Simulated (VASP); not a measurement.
# AlNi (I4mm) in VASP: single point with PBE

Aim: the single point of AlNi with PBE.

Program: VASP 6.6.1. These are calculated values, not measurements. Logs are shortened: lines on timing, memory, paths and dates and some standing lists are left out, and cuts for length are marked.

## 1. The cell of the first run

Symmetry: I4mm, No. 107, tetragonal system. Conventional cell: a = 2.893 Å, b = 2.893 Å, c = 21.356 Å, α = 90.00°, β = 90.00°, γ = 90.00°. Al (site symmetry 4mm) has 8 Ni at 2.51 Å and 5 Al at 2.89 Å within 3.3 Å. Al (site symmetry 4mm) has 4 Ni at 2.51 Å and 5 Al at 2.89 Å within 3.3 Å. Within 3.3 Å of Al (site symmetry 4mm) lie 8 Ni at 2.51 Å and 6 Al at 2.89 Å. Ni (site symmetry 4mm) has 4 Al at 2.51 Å and 5 Ni at 2.89 Å within 3.3 Å. Ni (site symmetry 4mm) has 8 Al at 2.51 Å and 5 Ni at 2.89 Å within 3.3 Å. Within 3.3 Å of Ni (site symmetry 4mm) lie 8 Al at 2.51 Å and 6 Ni at 2.89 Å.

## 2. Single point, PBE

Contents of INCAR:

```
PREC = Accurate ; ENCUT = 520
EDIFF = 1E-6 ; ISMEAR = 0
SIGMA = 0.15 ; LREAL = False
LASPH = True ; NELM = 60
ALGO = Fast ; ISIF = 2
LWAVE = False ; LCHARG = False
GGA = PE ; ISYM = 0
NBANDS = 28
```

Contents of KPOINTS:

```
Automatic mesh
0
Gamma
  15 15 5
```

Contents of POSCAR:

```
AlNi
1.0
    0.0000000000     -2.8927237813      0.0000000000
    0.0000000000      0.0000000000     -2.8927237813
   10.6781713440     -1.4463618906     -1.4463618906
Al Ni
3 3
Direct
    0.6952367452     -0.3047632548      0.6095265096
    0.9661374161     -0.0338625839      0.0677251677
    0.8306870807     -0.1693129193      0.3386258387
    0.1275115775      0.1275115775      0.7449768450
    0.3984122484      0.3984122484      0.2031755032
    0.2629619129      0.2629619129      0.4740761741
```

Potentials or basis: VASP PAW PBE potentials, release 64 (Al, Ni).

Launch:

```
> cat potpaw_PBE.64/Al/POTCAR potpaw_PBE.64/Ni/POTCAR > POTCAR
> mpirun -np 1 vasp_std > vasp.out
```

OUTCAR:

```text
PREC = Accurate
   ENCUT = 520
   EDIFF = 1E-6
   ISMEAR = 0
   LREAL = False
   LASPH = True
   NELM = 60
   ISIF = 2
   GGA = PE
   ISYM = 0

 ion  position               nearest neighbor table
   1  0.695  0.695  0.610-   4 2.51   4 2.51   4 2.51   4 2.51   6 2.51   6 2.51   6 2.51   6 2.51
                             3 2.89
   2  0.966  0.966  0.068-   5 2.51   5 2.51   5 2.51   5 2.51   3 2.89
   3  0.831  0.831  0.339-   6 2.51   6 2.51   6 2.51   6 2.51   5 2.51   5 2.51   5 2.51   5 2.51
                             1 2.89   2 2.89
   4  0.128  0.128  0.745-   1 2.51   1 2.51   1 2.51   1 2.51   6 2.89
   5  0.398  0.398  0.203-   3 2.51   2 2.51   3 2.51   3 2.51   2 2.51   2 2.51   3 2.51   2 2.51
                             6 2.89
   6  0.263  0.263  0.474-   3 2.51   3 2.51   3 2.51   3 2.51   1 2.51   1 2.51   1 2.51   1 2.51
                             5 2.89   4 2.89

IMPORTANT INFORMATION: All symmetrisations will be switched off!
NOSYMM: (Re-)initialisation of all symmetry stuff for point group C_1.

----------------------------------------------------------------------------------------

                                     Primitive cell

  volume of cell :      89.3533

  direct lattice vectors                    reciprocal lattice vectors
     0.000000000 -2.892723781  0.000000000    -0.046824497 -0.345694949  0.000000000
     0.000000000  0.000000000 -2.892723781    -0.046824497  0.000000000 -0.345694949
    10.678171344 -1.446361891 -1.446361891     0.093648994  0.000000000  0.000000000

  length of vectors
     2.892723781  2.892723781 10.872316620     0.348851732  0.348851732  0.093648994

  position of ions in fractional coordinates (direct lattice)
     0.695236745  0.695236745  0.609526510
     0.966137416  0.966137416  0.067725168
     0.830687081  0.830687081  0.338625839
     0.127511578  0.127511578  0.744976845
     0.398412248  0.398412248  0.203175503
     0.262961913  0.262961913  0.474076174

  ion indices of the primitive-cell ions
   primitive index   ion index
                 1           1
                 2           2
                 3           3
                 4           4
                 5           5
                 6           6

----------------------------------------------------------------------------------------

 KPOINTS: Automatic mesh

Automatic generation of k-mesh.
 Grid dimensions read from file:
 generate k-points for:   15   15    5

[... 88 lines left out ...]
   NSW    =      0    number of steps for IOM
   IBRION =     -1    ionic relax: 0-MD 1-quasi-New 2-CG
   NFREE  =      0    steps in history (QN), initial steepest desc. (CG)
   ISIF   =      2    stress and relaxation
   ISYM   =      0    0-nonsym 1-usesym 2-fastsym
   POTIM  = 0.5000    time-step for ionic-motion
   TEBEG  =    0.0;   TEEND  =   0.0 temperature during run
   PSTRESS=    0.0 pullay stress
   NELECT =      39.0000    total number of electrons
   NUPDOWN=      -1.0000    fix difference up-down
   EMIN   =  10.00;   EMAX   =-10.00  energy-range for DOS
   EFERMI =   0.00;   METHOD = LEGACY
   ISMEAR =     0;   SIGMA  =   0.15  broadening in eV -4-tet -1-fermi 0-gaus
   EFERMI_NEDOS =   21; number of points for ismear=-14 and -15
   IALGO  =     68    algorithm
   IMIX   =      4    mixing-type and parameters
     AMIX     =   0.40;   BMIX     =  1.00
     AMIX_MAG =   1.60;   BMIX_MAG =  1.00
  volume/ion in A,a.u.               =      14.89       100.50
  Fermi-wavevector in a.u.,A,eV,Ry     =   1.241822  2.346704 20.981850  1.542122
  Thomas-Fermi vector in A             =   2.376203
   LORBIT       =      0    0 simple, 1 ext, 2 COOP (PROOUT), +10 PAW based schemes
   GGA     = PE    functional components
   LHFCALC =     F    Hartree Fock is set to
   AEXX    =    0.0000 exact exchange contribution
   IVDW    =     0    specifies the selected vdW correction
   LEPSILON=     F    determine dielectric tensor
   LRPA    =     F    only Hartree local field effects (RPA)
 non-spin polarized calculation
 RMM-DIIS sequential band-by-band and
 Gauss-broadening in eV      SIGMA  =   0.15
  energy-cutoff  :      520.00
  volume of cell :       89.35
 maximum number of plane-waves:      2438
 NGX is ok and might be reduce to    24
   NGX = 11   NGY = 11   NGZ = 41

 number of electron      39.0000005 magnetization

 Free energy of the ion-electron system (eV)
  ---------------------------------------------------
  ext. energy  EPLUGINS =         0.00000000
  ---------------------------------------------------
  free energy    TOTEN  =       -29.63666842 eV

  energy without entropy =      -29.60349016  energy(sigma->0) =      -29.62007929

 E-fermi :   7.2466     XC(G=0): -10.8020

 val. band max:        7.2447807301   @ k =  -0.1333   0.1333   0.2000
 cond. band min:       7.2612162261   @ k =  -0.0667   0.3333   0.0000
 fundamental gap:      0.0164354960
 Fermi energy:         7.2466330768

 k-point     1 :       0.0000    0.0000    0.0000
  band No.  band energies     occupation
      1      -3.3733      2.00000
      2      -2.0289      2.00000
      3      -0.3450      2.00000
      4       2.1983      2.00000
      5       3.4773      2.00000
      6       4.1489      2.00000
[... 733 lines left out ...]
     27      14.9598      0.00000
     28      15.7397      0.00000

 [... further k-points ...]

------------------------ aborting loop because EDIFF is reached ----------------------------------------

  FORCE on cell =-STRESS in cart. coord.  units (eV):
  Direction    XX          YY          ZZ          XY          YZ          ZX
  --------------------------------------------------------------------------------------
  -------------------------------------------------------------------------------------
  Total       -3.1717333     -2.7440309     -2.7440276      0.0040217     -0.0011052      0.0040219
  in kB      -56.8717292    -49.2026813    -49.2026213      0.0721129     -0.0198177      0.0721168
  external PRESSURE =     -51.7590106 kB  Pullay stress =       0.0000000 kB

 VOLUME and BASIS-vectors are now :
 -----------------------------------------------------------------------------
  energy-cutoff  :      520.00
  volume of cell :       89.35
      direct lattice vectors                 reciprocal lattice vectors
     0.000000000 -2.892723781  0.000000000    -0.046824497 -0.345694949  0.000000000
     0.000000000  0.000000000 -2.892723781    -0.046824497  0.000000000 -0.345694949
    10.678171344 -1.446361891 -1.446361891     0.093648994  0.000000000  0.000000000

 POSITION                                       TOTAL-FORCE (eV/Angst)
 -----------------------------------------------------------------------------------
      6.50863     -2.89272     -2.89272         0.841127      0.000015      0.000015
      0.72318     -2.89272     -2.89272        -0.445040      0.000072      0.000072
      3.61590     -2.89272     -2.89272         0.087371      0.000035      0.000036
      7.95499     -1.44636     -1.44636        -0.016241     -0.000089     -0.000089
      2.16954     -1.44636     -1.44636        -0.297710      0.000221      0.000220
      5.06227     -1.44636     -1.44636        -0.169507     -0.000253     -0.000254
 -----------------------------------------------------------------------------------
    total drift:                                0.003173      0.000135      0.000135

  FREE ENERGIE OF THE ION-ELECTRON SYSTEM (eV)
  ---------------------------------------------------
  free  energy   TOTEN  =       -29.6366684235 eV

  energy  without entropy=      -29.6034901591  energy(sigma->0) =      -29.62007929
```

stdout:

```text
POSCAR found type information on POSCAR AlNi
 POSCAR found :  2 types and       6 ions
 scaLAPACK will be used
 LDA part: xc-table for (Slater+PW92), standard interpolation
 -----------------------------------------------------------------------------
|                                                                             |
|           W    W    AA    RRRRR   N    N  II  N    N   GGGG   !!!           |
|           W    W   A  A   R    R  NN   N  II  NN   N  G    G  !!!           |
|           W    W  A    A  R    R  N N  N  II  N N  N  G       !!!           |
|           W WW W  AAAAAA  RRRRR   N  N N  II  N  N N  G  GGG   !            |
|           WW  WW  A    A  R   R   N   NN  II  N   NN  G    G                |
|           W    W  A    A  R    R  N    N  II  N    N   GGGG   !!!           |
|                                                                             |
|     Your reciprocal lattice and k-lattice belong to different lattice       |
|     classes:                                                                |
|                                                                             |
|        The reciprocal lattice is body-centered tetragonal,                  |
|        whereas your k-lattice is base-centered monoclinic.                  |
|                                                                             |
|     Results are often still useful ...                                      |
|                                                                             |
 -----------------------------------------------------------------------------

 POSCAR, INCAR and KPOINTS ok, starting setup
 FFT: planning ... GRIDC
 FFT: planning ... GRID_SOFT
 FFT: planning ... GRID
 WAVECAR not read
 entering main loop
```

Wall time 30 min (1 thread of Oxide Virtual Turin-like, shared host); peak memory 1.1 GiB.

Results:

```
Free energy            : -29.6367 eV
Pressure               : -5.2 GPa
Largest force          : 0.841 eV/Å
Band gap on the k mesh : zero (an odd number of electrons rules out a gap without spin polarisation)
```

Forces in eV/Å, atoms in the order of the input:
```
Al   0.841  0.000  0.000
Al  -0.445  0.000  0.000
Al   0.087  0.000  0.000
Ni  -0.016  0.000  0.000
Ni  -0.298  0.000  0.000
Ni  -0.170  0.000  0.000
```

Levels at points of the mesh, in eV from the Fermi level:
| k point | band 15 | band 16 | band 17 | band 18 | band 19 | band 20 | band 21 | band 22 | band 23 | band 24 |
| --- | --- | --- | --- | --- | --- | --- | --- | --- | --- | --- |
| (0.00, 0.00, 0.00) | -1.48 | -1.39 | -0.93 | -0.93 | -0.60 | -0.38 | 2.96 | 3.55 | 5.95 | 5.95 |

Caveat: the cell stands under tension. Spin polarisation is off, so any magnetic state and its effect on volume and gap are missing.
